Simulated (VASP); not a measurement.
# BeCd2S3 (R-3m) in VASP: notebook, part 2 of 2

VASP 6.6.1.

## (4) Relaxation of cell and atoms, PBE

Contents of INCAR:

```
SYSTEM = BeCd2S3
  PREC = Accurate
  ENCUT = 600
  EDIFF = 1E-6
  ISMEAR = 0
  SIGMA = 0.1
  LREAL = .FALSE.
  LASPH = .TRUE.
  NELM = 80
  ALGO = Normal
  ISIF = 3
  LWAVE = .FALSE.
  LCHARG = .FALSE.
  GGA = PE
  IBRION = 2
  NSW = 90
  EDIFFG = -0.04
```

Contents of KPOINTS:

```
regular mesh
0
G
  6 6 6
  0 0 0
```

Contents of POSCAR:

```
BeCd2S3
1.0
    2.9186451000      1.6850805300      4.2910491400
   -2.9186451000      1.6850805300      4.2910491400
    0.0000000000     -3.3701610700      4.2910491400
Be Cd S
1 2 3
Direct
    0.5000000000      0.5000000000      0.5000000000
    0.8720504600      0.8720504600      0.8720504600
    0.1279495400      0.1279495400      0.1279495400
    0.5000000000      0.5000000000      0.0000000000
    0.0000000000      0.5000000000      0.5000000000
    0.5000000000      0.0000000000      0.5000000000
```

Potentials or basis: VASP PAW PBE potentials, release 64 (Be, Cd, S).

Run with:

```bash
$ cat potpaw_PBE.64/Be/POTCAR potpaw_PBE.64/Cd/POTCAR potpaw_PBE.64/S/POTCAR > POTCAR
$ mpirun -np 1 vasp_std > vasp.out
```

OUTCAR:

```text
SYSTEM = BeCd2S3
   PREC = Accurate
   ENCUT = 600
   EDIFF = 1E-6
   ISMEAR = 0
   LREAL = .FALSE.
   LASPH = .TRUE.
   NELM = 80
   ISIF = 3
   GGA = PE
   IBRION = 2
   NSW = 90
   EDIFFG = -0.04

 ion  position               nearest neighbor table
   1  0.500  0.500  0.500-
   2  0.872  0.872  0.872-   4 3.14   5 3.14   6 3.14   3 3.29   3 3.51   3 3.51   3 3.51
   3  0.128  0.128  0.128-   4 3.14   5 3.14   6 3.14   2 3.29   2 3.51   2 3.51   2 3.51
   4  0.500  0.500  0.000-   2 3.14   3 3.14
   5  0.000  0.500  0.500-   2 3.14   3 3.14
   6  0.500  0.000  0.500-   2 3.14   3 3.14

  LATTYP: Found a trigonal (rhomboedric) cell.
 ALAT       =     5.4562888793
 COS(alpha) =     0.4277341074

  Lattice vectors:

 A1 = (   2.9186451000,   1.6850805300,   4.2910491400)
 A2 = (  -2.9186451000,   1.6850805300,   4.2910491400)
 A3 = (   0.0000000000,  -3.3701610700,   4.2910491400)

Analysis of symmetry for initial positions (statically):
=====================================================================
 Subroutine PRICEL returns:
 Original cell was already a primitive cell.

 Routine SETGRP: Setting up the symmetry group for a
 trigonal (rhombohedral) supercell.

 Subroutine GETGRP returns: Found 12 space group operations
 (whereof 12 operations were pure point group operations)
 out of a pool of 12 trial point group operations.

The static configuration has the point symmetry D_3d.

Analysis of symmetry for dynamics (positions and initial velocities):
=====================================================================
 Subroutine PRICEL returns:
 Original cell was already a primitive cell.

 Routine SETGRP: Setting up the symmetry group for a
 trigonal (rhombohedral) supercell.

 Subroutine GETGRP returns: Found 12 space group operations
 (whereof 12 operations were pure point group operations)
 out of a pool of 12 trial point group operations.

The dynamic configuration has the point symmetry D_3d.

 Subroutine INISYM returns: Found 12 space group operations
 (whereof 12 operations are pure point group operations),
 and found     1 'primitive' translations

----------------------------------------------------------------------------------------

                                     Primitive cell

  volume of cell :     126.6242

  direct lattice vectors                    reciprocal lattice vectors
     2.918645100  1.685080530  4.291049140     0.171312367  0.098907241  0.077681080
    -2.918645100  1.685080530  4.291049140    -0.171312367  0.098907241  0.077681080
     0.000000000 -3.370161070  4.291049140     0.000000000 -0.197814482  0.077681080

  length of vectors
     5.456288879  5.456288879  5.456288882     0.212520398  0.212520398  0.212520398

  position of ions in fractional coordinates (direct lattice)
     0.500000000  0.500000000  0.500000000
     0.872050460  0.872050460  0.872050460
     0.127949540  0.127949540  0.127949540
     0.500000000  0.500000000  0.000000000
     0.000000000  0.500000000  0.500000000
     0.500000000  0.000000000  0.500000000

  ion indices of the primitive-cell ions
   primitive index   ion index
                 1           1
                 2           2
                 3           3
                 4           4
                 5           5
                 6           6

----------------------------------------------------------------------------------------

 KPOINTS: regular mesh

Automatic generation of k-mesh.
 Grid dimensions read from file:
 generate k-points for:    6    6    6

 Generating k-lattice:

  Cartesian coordinates                     Fractional coordinates (reciprocal lattice)
     0.028552061  0.016484540  0.012946847     0.166666667  0.000000000  0.000000000
    -0.028552061  0.016484540  0.012946847     0.000000000  0.166666667  0.000000000
     0.000000000 -0.032969080  0.012946847     0.000000000  0.000000000  0.166666667

  Length of vectors
     0.035420066  0.035420066  0.035420066

  Shift w.r.t. Gamma in fractional coordinates (k-lattice)
     0.000000000  0.000000000  0.000000000

 Subroutine IBZKPT returns following result:
 ===========================================

 Found     32 irreducible k-points:

 Following reciprocal coordinates:
            Coordinates               Weight
  0.000000  0.000000  0.000000      1.000000
  0.166667  0.000000  0.000000      6.000000
  0.333333  0.000000  0.000000      6.000000
  0.500000  0.000000  0.000000      3.000000
  0.166667  0.166667  0.000000      6.000000
  0.333333  0.166667  0.000000     12.000000
[... 16 lines left out ...]
  0.500000  0.500000  0.166667      6.000000
 -0.333333  0.500000  0.166667     12.000000
 [... further k-points ...]
   k-points           NKPTS =     32   k-points in BZ     NKDIM =     32   number of bands    NBANDS=     26
   number of dos      NEDOS =    301   number of ions     NIONS =      6
   total plane-waves  NPLWV = 110592
   dimension x,y,z NGX =    48 NGY =   48 NGZ =   48
   dimension x,y,z NGXF=    96 NGYF=   96 NGZF=   96
   ions per type =               1   2   3
   NGX,Y,Z   is equivalent  to a cutoff of  14.62, 14.62, 14.62 a.u.
   NGXF,Y,Z  is equivalent  to a cutoff of  29.25, 29.25, 29.25 a.u.
 SYSTEM =  BeCd2S3
   PREC   = accura    normal or accurate (medium, high low for compatibility)
   ISTART =      0    job   : 0-new  1-cont  2-samecut
   ICHARG =      2    charge: 1-file 2-atom 10-const
   ISPIN  =      1    spin polarized calculation?
   LNONCOLLINEAR =      F non collinear calculations
   LSORBIT =      F    spin-orbit coupling
   LASPH  =      T    aspherical Exc in radial PAW
   ENCUT  =  600.0 eV  44.10 Ry    6.64 a.u.  10.90 10.90 10.90*2*pi/ulx,y,z
   NELM   =     80;   NELMIN=  2; NELMDL= -5     # of ELM steps
   EDIFF  = 0.1E-05   stopping-criterion for ELM
   LREAL  =      F    real-space projection
   EDIFFG = -.4E-01   stopping-criterion for IOM
   NSW    =     90    number of steps for IOM
   IBRION =      2    ionic relax: 0-MD 1-quasi-New 2-CG
   NFREE  =      1    steps in history (QN), initial steepest desc. (CG)
   ISIF   =      3    stress and relaxation
   ISYM   =      2    0-nonsym 1-usesym 2-fastsym
   POTIM  = 0.5000    time-step for ionic-motion
   TEBEG  =    0.0;   TEEND  =   0.0 temperature during run
   PSTRESS=    0.0 pullay stress
   NELECT =      44.0000    total number of electrons
   NUPDOWN=      -1.0000    fix difference up-down
   EMIN   =  10.00;   EMAX   =-10.00  energy-range for DOS
   EFERMI =   0.00;   METHOD = LEGACY
   ISMEAR =     0;   SIGMA  =   0.10  broadening in eV -4-tet -1-fermi 0-gaus
   EFERMI_NEDOS =   21; number of points for ismear=-14 and -15
   IALGO  =     38    algorithm
   IMIX   =      4    mixing-type and parameters
     AMIX     =   0.40;   BMIX     =  1.00
     AMIX_MAG =   1.60;   BMIX_MAG =  1.00
  volume/ion in A,a.u.               =      21.10       142.42
  Fermi-wavevector in a.u.,A,eV,Ry     =   1.150942  2.174965 18.023200  1.324668
  Thomas-Fermi vector in A             =   2.287603
   LORBIT       =      0    0 simple, 1 ext, 2 COOP (PROOUT), +10 PAW based schemes
   GGA     = PE    functional components
   LHFCALC =     F    Hartree Fock is set to
   AEXX    =    0.0000 exact exchange contribution
   IVDW    =     0    specifies the selected vdW correction
   LEPSILON=     F    determine dielectric tensor
   LRPA    =     F    only Hartree local field effects (RPA)
 conjugate gradient relaxation of ions
 non-spin polarized calculation
 Gauss-broadening in eV      SIGMA  =   0.10
  energy-cutoff  :      600.00
  volume of cell :      126.62
 maximum number of plane-waves:      4266
 NGX is ok and might be reduce to    48
   NGX = 21   NGY = 21   NGZ = 21

--------------------------------------- Ionic step        1  -------------------------------------------

 number of electron      44.0000006 magnetization

 Free energy of the ion-electron system (eV)
  ---------------------------------------------------
  ext. energy  EPLUGINS =         0.00000000
  ---------------------------------------------------
  free energy    TOTEN  =       -14.01371961 eV

  energy without entropy =      -13.98434399  energy(sigma->0) =      -13.99903180

 E-fermi :   3.5468     XC(G=0):  -9.8535

 val. band max:        3.5419490357   @ k =   0.5000   0.1667   0.1667
 cond. band min:       3.5472484549   @ k =  -0.3333   0.3333   0.3333
 fundamental gap:      0.0052994192
 Fermi energy:         3.5467980813
[... 1515 lines left out ...]
     25       8.9140      0.00000
     26       9.0111      0.00000

 [... further k-points ...]

[... ionic steps 4 to 13 ...]

--------------------------------------- Ionic step       14  -------------------------------------------

 number of electron      43.9999994 magnetization

------------------------ aborting loop because EDIFF is reached ----------------------------------------
[... 75 lines left out ...]
--------------------------------------- Ionic step       16  -------------------------------------------

 number of electron      43.9999997 magnetization

 Free energy of the ion-electron system (eV)
  ---------------------------------------------------
  ext. energy  EPLUGINS =         0.00000000
  ---------------------------------------------------
  free energy    TOTEN  =       -17.33646496 eV

  energy without entropy =      -17.31560992  energy(sigma->0) =      -17.32603744

 E-fermi :   3.3055     XC(G=0): -10.1340

 val. band max:        3.2979535772   @ k =   0.5000   0.0000   0.0000
 cond. band min:       3.3075336740   @ k =   0.3333   0.1667   0.1667
 fundamental gap:      0.0095800967
 Fermi energy:         3.3055179268
[... 729 lines left out ...]
  FREE ENERGIE OF THE ION-ELECTRON SYSTEM (eV)
  ---------------------------------------------------
  free  energy   TOTEN  =       -17.3364649578 eV

  energy  without entropy=      -17.3156099184  energy(sigma->0) =      -17.32603744

 reached required accuracy - stopping structural energy minimisation
```

Run time: 43 min. Hardware: 1 thread of Intel Xeon 8259CL, shared host; peak memory 0.43 GiB.

What came out:

- Free energy: -17.3365 eV
- Relaxed volume: 19.22 Å³/atom
- Relaxed cell: a = 4.896 Å, b = 4.896 Å, c = 4.896 Å, α = 83.59°, β = 83.59°, γ = 83.59°
- Space group after relaxing (to 0.1 Å): R-3m (No. 166)
- Energy gained by relaxing: 553.8 meV/atom
- Ionic steps: 16
- Pressure after relaxing: 0.2 GPa
- Largest force after relaxing: 0.013 eV/Å
- Band gap on the k mesh: zero (bands 22 and 23 overlap by 0.73 eV)

Forces on the atoms (eV/Å):
```
Be   0.000  0.000  0.000
Cd   0.000  0.000  0.013
Cd   0.000  0.000 -0.013
S    0.000  0.000  0.000
S    0.000  0.000  0.000
S    0.000  0.000  0.000
```

The path:
```csv
step,energy change (eV),largest force (eV/Å),pressure (GPa),volume (Å³)
1,0.0000,0.0605,-6.30,126.62
2,-0.6023,0.2266,-1.06,111.92
3,-0.7209,0.2933,3.01,105.31
4,-1.4174,0.0156,6.05,101.97
5,-2.1689,2.1596,14.61,95.73
6,-2.3099,2.7344,14.45,96.64
7,-2.3395,3.3109,14.64,97.35
8,-2.6767,2.4002,10.98,100.27
9,-3.2220,0.7293,2.94,109.36
10,-3.2987,0.3409,0.41,113.63
11,-3.3079,0.2092,-0.60,115.70
12,-3.3078,0.1884,-0.79,116.08
13,-3.3124,0.1549,-0.63,115.95
14,-3.3212,0.0502,-0.12,115.56
15,-3.3152,0.1716,0.98,114.74
16,-3.3227,0.0133,0.20,115.31
```

Final structure:
```yaml
crystal:
  lattice:
    - [3.26290, 1.88384, 3.12648]
    - [-3.26290, 1.88384, 3.12648]
    - [0.00000, -3.76768, 3.12648]
  atoms:
    - { symbol: Be, position: [0.50000, 0.50000, 0.50000] }
    - { symbol: Cd, position: [0.85720, 0.85720, 0.85720] }
    - { symbol: Cd, position: [0.14280, 0.14280, 0.14280] }
    - { symbol: S, position: [0.50000, 0.50000, 0.00000] }
    - { symbol: S, position: [0.00000, 0.50000, 0.50000] }
    - { symbol: S, position: [0.50000, 0.00000, 0.50000] }
```

Caveat: semilocal functionals underestimate gaps, and a narrow one can read as zero.

## (5) Single point, PBE

This run uses another cell than the first one, of 19.26 Å³/atom.

Contents of INCAR:

```
SYSTEM = BeCd2S3
ALGO = Normal
EDIFF = 1E-6
ENCUT = 520
GGA = PE
ISIF = 2
ISMEAR = 0
LASPH = .TRUE.
LCHARG = .FALSE.
LREAL = .FALSE.
LWAVE = .FALSE.
NBANDS = 31
NELM = 80
PREC = Accurate
SIGMA = 0.1
```

Contents of KPOINTS:

```
k-points
0
G
  12 12 12
  0 0 0
```

Contents of POSCAR:

```
BeCd2S3
1.0
    3.2752281481      1.8909538530      3.1098488429
   -3.2752281481      1.8909538530      3.1098488429
    0.0000000000     -3.7819077060      3.1098488429
Be Cd S
1 2 3
Direct
    0.5000000000      0.5000000000      0.5000000000
    0.8565162348      0.8565162348      0.8565162348
    0.1434837652      0.1434837652      0.1434837652
    0.5000000000      0.5000000000      0.0000000000
    0.0000000000      0.5000000000      0.5000000000
    0.5000000000      0.0000000000      0.5000000000
```

Run with:

```bash
$ cat potpaw_PBE.64/Be/POTCAR potpaw_PBE.64/Cd/POTCAR potpaw_PBE.64/S/POTCAR > POTCAR
$ mpirun -np 1 vasp_std > vasp.out
```

Wall time 12 min (1 thread of Intel Xeon 8259CL, shared host); peak memory 0.64 GiB.

It converged, with:

* Free energy: -17.3403 eV
* Pressure: 0.3 GPa
* Largest force: 0.021 eV/Å
* Band gap on the k mesh: zero (bands 22 and 23 overlap by 0.75 eV)

Forces on the atoms (eV/Å):
```
Be   0.000  0.000  0.000
Cd   0.000  0.000  0.021
Cd   0.000  0.000 -0.021
S    0.000  0.000  0.000
S    0.000  0.000  0.000
S    0.000  0.000  0.000
```

Stress tensor (GPa, compression positive):
```
0.21 0.00 0.00
0.00 0.21 0.00
0.00 0.00 0.51
```

Levels at points of the mesh, in eV from the Fermi level:
```csv
k point,band 18,band 19,band 20,band 21,band 22,band 23,band 24,band 25,band 26,band 27
"(0.00, 0.00, 0.00)",-1.95,-1.26,-1.26,-0.32,-0.30,-0.30,1.40,3.60,3.60,4.34
"(0.50, 0.00, 0.00)",-2.80,-1.76,-1.58,-1.43,-0.03,0.69,1.68,4.40,4.92,5.33
"(0.50, 0.50, 0.00)",-2.27,-2.06,-1.50,-0.58,0.26,0.44,2.82,4.17,4.34,5.43
"(0.50, 0.50, 0.50)",-2.20,-0.62,-0.62,0.38,0.38,0.45,3.89,3.89,4.02,5.28
```

Caveat: semilocal functionals underestimate gaps, and a narrow one can read as zero.

## (6) The runs side by side

| task | cell | k mesh | cutoff (eV) | gap on the mesh (eV) | pressure (GPa) | largest force (eV/Å) |
| --- | --- | --- | --- | --- | --- | --- |
| single point | a = 5.456 Å, angles 64.7°, 6 atoms, atomic positions A | 6 × 6 × 6 | 520 | none | -6.3 | 0.06 |
| single point | a = 4.892 Å, angles 83.7°, 6 atoms, atomic positions B | 6 × 6 × 6 | 520 | none | 0.4 | 0.02 |
| relaxation of cell and atoms | relaxed from a = 5.456 Å, angles 64.7°, 6 atoms, atomic positions A | 6 × 6 × 6 | 600 | none | 0.2 | 0.01 |
| single point | a = 4.896 Å, angles 84.0°, 6 atoms, atomic positions C | 12 × 12 × 12 | 520 | none | 0.3 | 0.02 |

Alike in all rows: level PBE; potentials or basis VASP PAW PBE potentials, release 64 (Be, Cd, S); no spin polarisation; smearing gaussian 0.1 eV.

Caveats: semilocal functionals underestimate gaps, and a narrow one can read as zero (at least some runs); the stress differs along the axes, from -11 to -4 GPa (at least some runs).

Total energies depend on the potentials used, so only differences within one code and one set of settings carry meaning.

The gap in the log of VASP goes by the Fermi energy; the results here count the filled bands.